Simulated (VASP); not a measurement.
# H6Os (P4/mmm) in VASP: a series of runs, part 2 of 3

VASP 6.6.1.

**3. Relaxation of cell and atoms, PBE**

This run uses another cell than the first one, of 5.39 Å³/atom, 1.010 times its volume.

Input file INCAR:

```
SYSTEM = H6Os
ALGO     = Normal         ! electronic algorithm
EDIFF    = 1E-6           ! SCF threshold, eV
EDIFFG   = -0.01          ! ionic threshold
ENCUT    = 600            ! plane-wave cutoff, eV
GGA      = PE             ! functional
IBRION   = 2              ! ionic algorithm
ISIF     = 3              ! what is computed and relaxed
ISMEAR   = 0              ! smearing method
LASPH    = .True.         ! aspherical terms in the spheres
LCHARG   = .False.        ! write CHGCAR
LREAL    = .False.        ! projectors in reciprocal space
LWAVE    = .False.        ! write WAVECAR
NELM     = 100            ! most SCF steps
NSW      = 100            ! ionic steps
PREC     = Accurate       ! precision mode
SIGMA    = 0.1            ! smearing width, eV
```

Input file KPOINTS:

```
k-points
0
Gamma
  10 10 14
  0 0 0
```

Input file POSCAR:

```
H6Os
1.0
    3.8381267361      0.0000000000      0.0000000000
    0.0000000000      3.8381267361      0.0000000000
    0.0000000000      0.0000000000      2.5621163444
H Os
6 1
Direct
    0.3197691125      0.3197691125      0.5000000000
    0.6802308875      0.6802308875      0.5000000000
    0.6802308875      0.3197691125      0.5000000000
    0.3197691125      0.6802308875      0.5000000000
    0.0000000000      0.5000000000      0.0000000000
    0.5000000000      0.0000000000      0.0000000000
    0.0000000000      0.0000000000      0.5000000000
```

Potentials or basis: VASP PAW PBE potentials, release 64 (H, Os).

Run with:

```console
$ cat potpaw_PBE.64/H/POTCAR potpaw_PBE.64/Os/POTCAR > POTCAR
$ mpirun -np 1 vasp_std > vasp.out
```

OUTCAR:

```text
SYSTEM = H6Os
   EDIFF = 1E-6
   EDIFFG = -0.01
   ENCUT = 600
   GGA = PE
   IBRION = 2
   ISIF = 3
   ISMEAR = 0
   LASPH = .True.
   LREAL = .False.
   NELM = 100
   NSW = 100
   PREC = Accurate

 ion  position               nearest neighbor table
   1  0.320  0.320  0.500-   7 1.74
   2  0.680  0.680  0.500-   7 1.74
   3  0.680  0.320  0.500-   7 1.74
   4  0.320  0.680  0.500-   7 1.74
   5  0.000  0.500  0.000-
   6  0.500  0.000  0.000-
   7  0.000  0.000  0.500-   1 1.74   2 1.74   3 1.74   4 1.74

  LATTYP: Found a simple tetragonal cell.
 ALAT       =     3.8381267361
 C/A-ratio  =     0.6675434452

  Lattice vectors:

 A1 = (   3.8381267361,   0.0000000000,   0.0000000000)
 A2 = (   0.0000000000,   3.8381267361,   0.0000000000)
 A3 = (   0.0000000000,   0.0000000000,   2.5621163444)

Analysis of symmetry for initial positions (statically):
=====================================================================
 Subroutine PRICEL returns:
 Original cell was already a primitive cell.

 Routine SETGRP: Setting up the symmetry group for a
 simple tetragonal supercell.

 Subroutine GETGRP returns: Found 16 space group operations
 (whereof 16 operations were pure point group operations)
 out of a pool of 16 trial point group operations.

The static configuration has the point symmetry D_4h.

Analysis of symmetry for dynamics (positions and initial velocities):
=====================================================================
 Subroutine PRICEL returns:
 Original cell was already a primitive cell.

 Routine SETGRP: Setting up the symmetry group for a
 simple tetragonal supercell.

 Subroutine GETGRP returns: Found 16 space group operations
 (whereof 16 operations were pure point group operations)
 out of a pool of 16 trial point group operations.

The dynamic configuration has the point symmetry D_4h.

 Subroutine INISYM returns: Found 16 space group operations
 (whereof 16 operations are pure point group operations),
 and found     1 'primitive' translations

----------------------------------------------------------------------------------------

                                     Primitive cell

  volume of cell :      37.7431

  direct lattice vectors                    reciprocal lattice vectors
     3.838126736  0.000000000  0.000000000     0.260543768  0.000000000  0.000000000
     0.000000000  3.838126736  0.000000000     0.000000000  0.260543768  0.000000000
     0.000000000  0.000000000  2.562116344     0.000000000  0.000000000  0.390302338

  length of vectors
     3.838126736  3.838126736  2.562116344     0.260543768  0.260543768  0.390302338

  position of ions in fractional coordinates (direct lattice)
     0.319769112  0.319769112  0.500000000
     0.680230888  0.680230888  0.500000000
     0.680230888  0.319769112  0.500000000
     0.319769112  0.680230888  0.500000000
     0.000000000  0.500000000  0.000000000
     0.500000000  0.000000000  0.000000000
     0.000000000  0.000000000  0.500000000

  ion indices of the primitive-cell ions
   primitive index   ion index
                 1           1
                 2           2
[... 60 lines left out ...]
   number of dos      NEDOS =    301   number of ions     NIONS =      7
   total plane-waves  NPLWV =  20480
   dimension x,y,z NGX =    32 NGY =   32 NGZ =   20
   dimension x,y,z NGXF=    64 NGYF=   64 NGZF=   40
   ions per type =               6   1
   NGX,Y,Z   is equivalent  to a cutoff of  13.86, 13.86, 12.98 a.u.
   NGXF,Y,Z  is equivalent  to a cutoff of  27.72, 27.72, 25.95 a.u.
 SYSTEM =  H6Os
   PREC   = accura    normal or accurate (medium, high low for compatibility)
   ISTART =      0    job   : 0-new  1-cont  2-samecut
   ICHARG =      2    charge: 1-file 2-atom 10-const
   ISPIN  =      1    spin polarized calculation?
   LNONCOLLINEAR =      F non collinear calculations
   LSORBIT =      F    spin-orbit coupling
   LASPH  =      T    aspherical Exc in radial PAW
   ENCUT  =  600.0 eV  44.10 Ry    6.64 a.u.   7.67  7.67  5.12*2*pi/ulx,y,z
   NELM   =    100;   NELMIN=  2; NELMDL= -5     # of ELM steps
   EDIFF  = 0.1E-05   stopping-criterion for ELM
   LREAL  =      F    real-space projection
   EDIFFG = -.1E-01   stopping-criterion for IOM
   NSW    =    100    number of steps for IOM
   IBRION =      2    ionic relax: 0-MD 1-quasi-New 2-CG
   NFREE  =      1    steps in history (QN), initial steepest desc. (CG)
   ISIF   =      3    stress and relaxation
   ISYM   =      2    0-nonsym 1-usesym 2-fastsym
   POTIM  = 0.5000    time-step for ionic-motion
   TEBEG  =    0.0;   TEEND  =   0.0 temperature during run
   PSTRESS=    0.0 pullay stress
   NELECT =      14.0000    total number of electrons
   NUPDOWN=      -1.0000    fix difference up-down
   EMIN   =  10.00;   EMAX   =-10.00  energy-range for DOS
   EFERMI =   0.00;   METHOD = LEGACY
   ISMEAR =     0;   SIGMA  =   0.10  broadening in eV -4-tet -1-fermi 0-gaus
   EFERMI_NEDOS =   21; number of points for ismear=-14 and -15
   IALGO  =     38    algorithm
   IMIX   =      4    mixing-type and parameters
     AMIX     =   0.40;   BMIX     =  1.00
     AMIX_MAG =   1.60;   BMIX_MAG =  1.00
  volume/ion in A,a.u.               =       5.39        36.39
  Fermi-wavevector in a.u.,A,eV,Ry     =   1.176265  2.222818 18.824999  1.383598
  Thomas-Fermi vector in A             =   2.312631
   LORBIT       =      0    0 simple, 1 ext, 2 COOP (PROOUT), +10 PAW based schemes
   GGA     = PE    functional components
   LHFCALC =     F    Hartree Fock is set to
   AEXX    =    0.0000 exact exchange contribution
   IVDW    =     0    specifies the selected vdW correction
   LEPSILON=     F    determine dielectric tensor
   LRPA    =     F    only Hartree local field effects (RPA)
 conjugate gradient relaxation of ions
 non-spin polarized calculation
 Gauss-broadening in eV      SIGMA  =   0.10
  energy-cutoff  :      600.00
  volume of cell :       37.74
 maximum number of plane-waves:      1286
 NGX is ok and might be reduce to    32
   NGX = 15   NGY = 15   NGZ = 11

--------------------------------------- Ionic step        1  -------------------------------------------

 number of electron      14.0000003 magnetization

 Free energy of the ion-electron system (eV)
  ---------------------------------------------------
  ext. energy  EPLUGINS =         0.00000000
  ---------------------------------------------------
  free energy    TOTEN  =       -25.56314313 eV

  energy without entropy =      -25.55550278  energy(sigma->0) =      -25.55932296

------------------------ aborting loop because EDIFF is reached ----------------------------------------

  FORCE on cell =-STRESS in cart. coord.  units (eV):
  Direction    XX          YY          ZZ          XY          YZ          ZX
  --------------------------------------------------------------------------------------
  -------------------------------------------------------------------------------------
  Total        0.0651186      0.0651186      0.1050512      0.0000000     -0.0000000      0.0000000
  in kB        2.7642535      2.7642535      4.4593756      0.0000000     -0.0000000      0.0000000
  external PRESSURE =       3.3292942 kB  Pullay stress =       0.0000000 kB
[... 233 lines left out ...]
--------------------------------------- Ionic step        7  -------------------------------------------

 number of electron      14.0000001 magnetization

 Free energy of the ion-electron system (eV)
  ---------------------------------------------------
  ext. energy  EPLUGINS =         0.00000000
  ---------------------------------------------------
  free energy    TOTEN  =       -25.57018191 eV

  energy without entropy =      -25.56384171  energy(sigma->0) =      -25.56701181

 E-fermi :   3.8423     XC(G=0): -11.3671

 val. band max:        3.8416480909   @ k =   0.1000   0.0000   0.4286
 cond. band min:       3.8456303649   @ k =   0.2000   0.2000   0.5000
 fundamental gap:      0.0039822741
 Fermi energy:         3.8422648552

 k-point     1 :       0.0000    0.0000    0.0000
  band No.  band energies     occupation
      1      -8.9278      2.00000
      2      -2.3638      2.00000
      3      -2.0067      2.00000
      4      -0.1646      2.00000
      5       1.2294      2.00000
      6       1.2294      2.00000
      7       4.6146      0.00000
      8       4.6146      0.00000
      9       4.8717      0.00000
     10       7.7556      0.00000
     11      11.3060      0.00000
[... 309 lines left out ...]
 k-point    24 :       0.2000    0.0000    0.0714
  band No.  band energies     occupation
      1      -8.3573      2.00000
      2      -2.9786      2.00000
      3      -1.6800      2.00000
      4      -1.1947      2.00000
      5       0.7031      2.00000
      6       2.8442      2.00000
      7       3.9369      0.18067
      8       4.5024      0.00000
      9       5.6008      0.00000
     10       7.8097      0.00000
     11      10.9683      0.00000

 [... further k-points ...]
[... 5 lines left out ...]
  --------------------------------------------------------------------------------------
  -------------------------------------------------------------------------------------
  Total       -0.0017212     -0.0017212      0.0467463      0.0000000      0.0000000      0.0000000
  in kB       -0.0737755     -0.0737755      2.0036804      0.0000000      0.0000000      0.0000000
  external PRESSURE =       0.6187098 kB  Pullay stress =       0.0000000 kB
[... 22 lines left out ...]
  FREE ENERGIE OF THE ION-ELECTRON SYSTEM (eV)
  ---------------------------------------------------
  free  energy   TOTEN  =       -25.5701819076 eV

  energy  without entropy=      -25.5638417134  energy(sigma->0) =      -25.56701181

 reached required accuracy - stopping structural energy minimisation
```

Run time: 2.1 min. Hardware: 1 thread of Intel Xeon Platinum 8375C at 2.90GHz (Ice Lake), shared host; peak memory 0.23 GiB.

Results:

* Free energy: -25.5702 eV
* Relaxed volume: 5.34 Å³/atom
* Relaxed cell: a = 3.814 Å, b = 3.814 Å, c = 2.569 Å, α = 90.00°, β = 90.00°, γ = 90.00°
* Space group after relaxing (to 0.05 Å): P4/mmm (No. 123)
* Energy gained by relaxing: 1.0 meV/atom
* Ionic steps: 7
* Pressure after relaxing: 0.1 GPa
* Band gap on the k mesh: zero (band 7 reaches 4.61 eV, above the bottom of band 8 at 2.88 eV)

The path:
| step | energy change (eV) | largest force (eV/Å) | pressure (GPa) | volume (Å³) |
| --- | --- | --- | --- | --- |
| 1 | 0.0000 | 0.1427 | 0.33 | 37.74 |
| 2 | -0.0029 | 0.0730 | -0.53 | 37.80 |
| 3 | -0.0037 | 0.0124 | -1.28 | 37.86 |
| 4 | -0.0060 | 0.0030 | -0.65 | 37.63 |
| 5 | -0.0069 | 0.0090 | 0.06 | 37.37 |
| 6 | -0.0069 | 0.0098 | 0.09 | 37.36 |
| 7 | -0.0070 | 0.0001 | 0.06 | 37.38 |

Final structure:
```
CELL_PARAMETERS angstrom
3.81435 0.00000 0.00000
0.00000 3.81435 0.00000
0.00000 0.00000 2.56914
ATOMIC_POSITIONS crystal
H 0.32440 0.32440 0.50000
H 0.67560 0.67560 0.50000
H 0.67560 0.32440 0.50000
H 0.32440 0.67560 0.50000
H 0.00000 0.50000 0.00000
H 0.50000 0.00000 0.00000
Os 0.00000 0.00000 0.50000
```

Levels at points of the mesh, in eV from the Fermi level:
```csv
k point,band 5,band 6,band 7,band 8,band 9,band 10
"(0.00, 0.00, 0.00)",-2.61,-2.61,0.77,0.77,1.03,3.91
"(0.50, 0.00, 0.00)",-2.15,-1.18,0.52,0.80,2.03,5.27
"(0.50, 0.50, 0.00)",-3.64,-1.26,0.56,0.56,1.27,4.55
"(0.00, 0.00, 0.50)",-3.16,-2.41,-0.88,-0.33,-0.33,3.02
"(0.50, 0.00, 0.50)",-3.64,-3.36,-0.89,2.58,5.01,5.39
"(0.50, 0.50, 0.50)",-2.39,-2.26,-0.45,2.18,2.85,2.85
```

Caveat: spin-orbit coupling is left out, which moves the levels of the heavy elements.

(Part 2 of 3 ends here.)
